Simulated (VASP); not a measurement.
Write the native input for VASP 6.6.1 that does the following.

```
Task                   : single point
Functional             : r2SCAN
Potentials or basis    : VASP PAW PBE potentials, release 64 (Se, Li_sv)
Cutoff                 : 830 eV
k mesh                 : 6 × 6 × 6
Occupations            : gaussian, width 0.01 eV
Spin                   : no spin polarisation
Dipole correction      : no
Further INCAR settings : ALGO = Normal; EDIFF = 1e-06; NBANDS = 13
```

Li2Se:

```
Se Li
1.0
     0.00000    2.93241    2.93241
     2.93241    0.00000    2.93241
     2.93241    2.93241    0.00000
Se Li
1 2
Direct
  0.00000 0.00000 0.00000
  0.25000 0.25000 0.25000
  0.75000 0.75000 0.75000
```

This cell differs from its parent crystal: volume changed by -6%.

The input as run:

POSCAR

```
Li2Se
1.0
    0.0000000000      2.9324116461      2.9324116461
    2.9324116461      0.0000000000      2.9324116461
    2.9324116461      2.9324116461      0.0000000000
Se Li
1 2
Direct
    0.0000000000      0.0000000000      0.0000000000
    0.2500000000      0.2500000000      0.2500000000
    0.7500000000      0.7500000000      0.7500000000
```

INCAR.step1

```
PREC = Accurate
ENCUT = 830
ISMEAR = 0
SIGMA = 0.01
LREAL = False
LASPH = True
NELM = 120
NBANDS = 13
GGA = PE
ALGO = Normal
EDIFF = 1E-5
LWAVE = True
LCHARG = False
GGA_COMPAT = False
```

INCAR.step2

```
PREC = Accurate
ENCUT = 830
EDIFF = 1E-6
ISMEAR = 0
SIGMA = 0.01
LREAL = False
LASPH = True
NELM = 120
ALGO = Normal
ISIF = 2
LWAVE = False
LCHARG = False
METAGGA = R2SCAN
LMIXTAU = True
NBANDS = 13
ISTART = 1
GGA_COMPAT = False
```

KPOINTS

```
Automatic mesh
0
Gamma
  6 6 6
```

Potentials or basis: VASP PAW PBE potentials, release 64 (Se, Li_sv).

Launch:

```sh
$ cat potpaw_PBE.64/Se/POTCAR potpaw_PBE.64/Li_sv/POTCAR > POTCAR
$ cp INCAR.step1 INCAR
$ mpirun -np 1 vasp_std > vasp.out
$ cp INCAR.step2 INCAR
$ mpirun -np 1 vasp_std > vasp.out
```

Results of the run:

The pressure is 2.3 GPa and the band gap on the k mesh is 3.41 eV, indirect (least direct gap 4.47 eV).

Caveat: the PAW data sets were made with another functional, which shifts forces and pressure a little.

Wall time 63 s on 1 thread of Intel(R) Xeon(R) Platinum 8559C (Emerald Rapids), with other jobs on the host, peak memory 0.26 GiB.
